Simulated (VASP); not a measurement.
# Bi2Te3 (Tellurobismuthite) in VASP: a series of runs, part 2 of 2

VASP 6.6.1. Earlier steps stand in the parts before.

### Step 3. Single point, PBE+D3(BJ)

INCAR reads:

```
  ALGO = Normal
  DIPOL = 0.5 0.5 0.500
  EDIFF = 1E-6
  ENCUT = 520
  GGA = PE
  IDIPOL = 3
  ISIF = 2
  ISMEAR = 0
  IVDW = 12
  LASPH = T
  LCHARG = F
  LDIPOL = T
  LREAL = F
  LWAVE = F
  NBANDS = 59
  NELM = 100
  PREC = Accurate
  SIGMA = 0.02
```

KPOINTS reads:

```
k-points
0
Gamma
  9 9 1
```

POSCAR reads:

```
Bi2Te3
1.0
    4.3693929082      0.0000000000      0.0000000000
   -2.1846964541      3.7840052576      0.0000000000
    0.0000000000      0.0000000000     61.2372151650
Te Bi
6 4
Direct
    0.0000000000      0.0000000000      0.3555927863
    0.6666666667      0.3333333333      0.4171422965
    0.3333333333      0.6666666667      0.4787590986
    0.6666666667      0.3333333333      0.5212409014
    0.3333333333      0.6666666667      0.5828577035
    0.0000000000      0.0000000000      0.6444072137
    0.3333333333      0.6666666667      0.3838366543
    0.0000000000      0.0000000000      0.4503204745
    0.0000000000      0.0000000000      0.5496795255
    0.6666666667      0.3333333333      0.6161633457
```

Potentials or basis: VASP PAW PBE potentials, release 64 (Te, Bi_d).

On the command line:

```sh
> cat potpaw_PBE.64/Te/POTCAR potpaw_PBE.64/Bi_d/POTCAR > POTCAR
> mpirun -np 1 vasp_std > vasp.out
```

OUTCAR:

```text
EDIFF = 1E-6
   ENCUT = 520
   GGA = PE
   ISIF = 2
   ISMEAR = 0
   IVDW = 12
   LASPH = T
   LREAL = F
   NELM = 100
   PREC = Accurate
 IVDW          = 12

 ion  position               nearest neighbor table
   1  0.000  0.000  0.356-   7 3.06   7 3.06   7 3.06
   2  0.667  0.333  0.417-   8 3.24   8 3.24   8 3.24   7 3.24   7 3.24   7 3.24
   3  0.333  0.667  0.479-   8 3.07   8 3.07   8 3.07   4 3.62   4 3.62   4 3.62
   4  0.667  0.333  0.521-   9 3.07   9 3.07   9 3.07   3 3.62   3 3.62   3 3.62
   5  0.333  0.667  0.583-   9 3.24   9 3.24   9 3.24  10 3.24  10 3.24  10 3.24
   6  0.000  0.000  0.644-  10 3.06  10 3.06  10 3.06
   7  0.333  0.667  0.384-   1 3.06   1 3.06   1 3.06   2 3.24   2 3.24   2 3.24
[... 962 lines left out ...]
  energy-cutoff  :      520.00
  volume of cell :     1012.48
      direct lattice vectors                 reciprocal lattice vectors
     4.369392908  0.000000000  0.000000000     0.228864746  0.132135123  0.000000000
    -2.184696454  3.784005258  0.000000000     0.000000000  0.264270246  0.000000000
     0.000000000  0.000000000 61.237215165     0.000000000  0.000000000  0.016329939

 POSITION                                       TOTAL-FORCE (eV/Angst)
 -----------------------------------------------------------------------------------
      0.00000      0.00000     21.77551        -0.000000     -0.000000     -0.008988
      2.18470      1.26134     25.54463         0.000000     -0.000000     -0.000775
     -0.00000      2.52267     29.31787         0.000000      0.000000      0.011712
      2.18470      1.26134     31.91934        -0.000000      0.000000     -0.011712
     -0.00000      2.52267     35.69258         0.000000      0.000000      0.000775
      0.00000      0.00000     39.46170         0.000000      0.000000      0.008988
     -0.00000      2.52267     23.50509         0.000000     -0.000000      0.006204
      0.00000      0.00000     27.57637        -0.000000     -0.000000     -0.006792
      0.00000      0.00000     33.66084         0.000000      0.000000      0.006792
      2.18470      1.26134     37.73213        -0.000000      0.000000     -0.006204
 -----------------------------------------------------------------------------------
    total drift:                               -0.000000      0.000000      0.000000

  FREE ENERGIE OF THE ION-ELECTRON SYSTEM (eV)
  ---------------------------------------------------
  free  energy   TOTEN  =       -40.6658095147 eV

  energy  without entropy=      -40.6658095147  energy(sigma->0) =      -40.66580951

 vacuum level on the upper side and lower side of the slab         3.684         3.684
```

OSZICAR:

```text
N       E                     dE             d eps       ncg     rms          rms(c)
DAV:   1     0.812184072333E+03    0.81218E+03   -0.39015E+04  1768   0.126E+03
DAV:   2     0.468694541218E+02   -0.76531E+03   -0.75210E+03  1781   0.297E+02
DAV:   3    -0.334787986572E+02   -0.80348E+02   -0.78943E+02  1717   0.114E+02
DAV:   4    -0.370772477870E+02   -0.35984E+01   -0.35745E+01  1821   0.260E+01
DAV:   5    -0.372232218584E+02   -0.14597E+00   -0.14579E+00  2024   0.512E+00    0.999E+00
DAV:   6    -0.366206860243E+02    0.60254E+00   -0.10689E+00  1727   0.524E+00    0.766E+00
DAV:   7    -0.367061162749E+02   -0.85430E-01   -0.70271E-01  1805   0.412E+00    0.198E+00
DAV:   8    -0.366955304240E+02    0.10586E-01   -0.21709E-01  1660   0.379E+00    0.126E+00
DAV:   9    -0.366527265057E+02    0.42804E-01   -0.33716E-02  1709   0.255E+00    0.919E-01
DAV:  10    -0.366378692302E+02    0.14857E-01   -0.33042E-02  1836   0.123E+00    0.602E-01
DAV:  11    -0.366407219721E+02   -0.28527E-02   -0.23519E-02  1616   0.660E-01    0.329E-01
DAV:  12    -0.366399937423E+02    0.72823E-03   -0.19551E-03  1729   0.369E-01    0.282E-01
DAV:  13    -0.366400110873E+02   -0.17345E-04   -0.13394E-03  1880   0.176E-01    0.205E-01
DAV:  14    -0.366401097200E+02   -0.98633E-04   -0.55980E-04  1636   0.107E-01    0.159E-01
DAV:  15    -0.366400492195E+02    0.60501E-04   -0.22368E-04  1704   0.105E-01    0.755E-02
DAV:  16    -0.366400545517E+02   -0.53321E-05   -0.70400E-05  1661   0.276E-02    0.380E-02
DAV:  17    -0.366400546532E+02   -0.10151E-06   -0.79922E-06  1608   0.996E-03
   1 F= -.40665810E+02 E0= -.40665810E+02  d E =-.717068E-13
```

stdout:

```text
POSCAR found type information on POSCAR TeBi
 POSCAR found :  2 types and      10 ions
 scaLAPACK will be used
 LDA part: xc-table for (Slater+PW92), standard interpolation
 -----------------------------------------------------------------------------
|                                                                             |
|           W    W    AA    RRRRR   N    N  II  N    N   GGGG   !!!           |
|           W    W   A  A   R    R  NN   N  II  NN   N  G    G  !!!           |
|           W    W  A    A  R    R  N N  N  II  N N  N  G       !!!           |
|           W WW W  AAAAAA  RRRRR   N  N N  II  N  N N  G  GGG   !            |
|           WW  WW  A    A  R   R   N   NN  II  N   NN  G    G                |
|           W    W  A    A  R    R  N    N  II  N    N   GGGG   !!!           |
|                                                                             |
|     One of the lattice vectors is very long (>50 A), but AMIN is rather     |
|     large. This can spoil convergence since charge sloshing might occur     |
|     along the long lattice vector. If problems with convergence are         |
|     observed, try to decrease AMIN to a smaller value (e.g. 0.01).          |
|     Note: This warning only applies if the self-consistency cycle is        |
|     used.                                                                   |
|                                                                             |
 -----------------------------------------------------------------------------

 POSCAR, INCAR and KPOINTS ok, starting setup
 FFT: planning ... GRIDC
 FFT: planning ... GRID_SOFT
 FFT: planning ... GRID
 WAVECAR not read
 entering main loop
```

Wall time 21 min (1 thread of Intel Xeon Platinum 8259CL at 2.50GHz (Skylake/Cascade Lake), shared host); peak memory 1.2 GiB.

What came out:

- Free energy: -40.6658 eV
- Largest force: 0.012 eV/Å
- Band gap on the k mesh: 0.57 eV, direct
- Dispersion energy per atom: -0.403 eV

Forces in eV/Å, atoms in the order of the input:
```
Te   0.000  0.000 -0.009
Te   0.000  0.000 -0.001
Te   0.000  0.000  0.012
Te   0.000  0.000 -0.012
Te   0.000  0.000  0.001
Te   0.000  0.000  0.009
Bi   0.000  0.000  0.006
Bi   0.000  0.000 -0.007
Bi   0.000  0.000  0.007
Bi   0.000  0.000 -0.006
```

Levels at points of the mesh, in eV from the valence-band top:
| k point | band 46 | band 47 | band 48 | band 49 | band 50 | band 51 |
| --- | --- | --- | --- | --- | --- | --- |
| (0.00, 0.00, 0.00) | -0.67 | -0.67 | 0.00 | 0.57 | 0.88 | 1.02 |

Caveat: spin-orbit coupling is left out, which moves the levels of the heavy elements.
